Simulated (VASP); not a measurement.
Set up this calculation in VASP 6.6.1, as the native input.

- Task: single point
- Functional: PBE
- Potentials or basis: VASP PAW PBE potentials, release 64 (Cu, I)
- Cutoff: 520 eV
- k mesh: 5 × 5 × 3
- Occupations: fermi-dirac, width 0.0284 eV
- Spin: no spin polarisation
- Dipole correction: no
- Further INCAR settings: ALGO = Normal; EDIFF = 1e-06; NBANDS = 20

The structure of CuI2 lies in POSCAR:

```
CuI2
1.0
    4.0870190000      0.0000000000      0.0000000000
   -2.0435100000      3.5394630000      0.0000000000
    0.0000000000      0.0000000000      6.7518420000
Cu I
1 2
Direct
    0.0000000000      0.0000000000      0.0000000000
    0.3333000000      0.6667000000      0.7576300000
    0.6667000000      0.3333000000      0.2423700000
```

One way to write it, as run:

INCAR

```
  PREC = Accurate
  ENCUT = 520
  EDIFF = 1E-6
  ISMEAR = -1
  SIGMA = 0.0284
  LREAL = F
  LASPH = T
  NELM = 60
  ALGO = Normal
  ISIF = 2
  LWAVE = F
  LCHARG = F
  GGA = PE
  NBANDS = 20
```

KPOINTS

```
Automatic mesh
0
Gamma
  5 5 3
```

Potentials or basis: VASP PAW PBE potentials, release 64 (Cu, I).

Command:

```sh
$ cat potpaw_PBE.64/Cu/POTCAR potpaw_PBE.64/I/POTCAR > POTCAR
$ mpirun -np 1 vasp_std > vasp.out
```

It gave:

```yaml
Pressure: -2.6 GPa
Largest_force: 0.477 eV/Å
Band_gap_on_the_k_mesh: zero (an odd number of electrons rules out a gap without spin polarisation)
```

Caveat: spin-orbit coupling is left out, which moves the levels of the heavy elements; an odd number of electrons without spin polarisation forces a metal; a magnetic or distorted state may lie lower.

Wall time 57 s on 1 thread of Intel(R) Xeon(R) Platinum 8488C (Sapphire Rapids), on a shared host, peak memory 0.21 GiB.
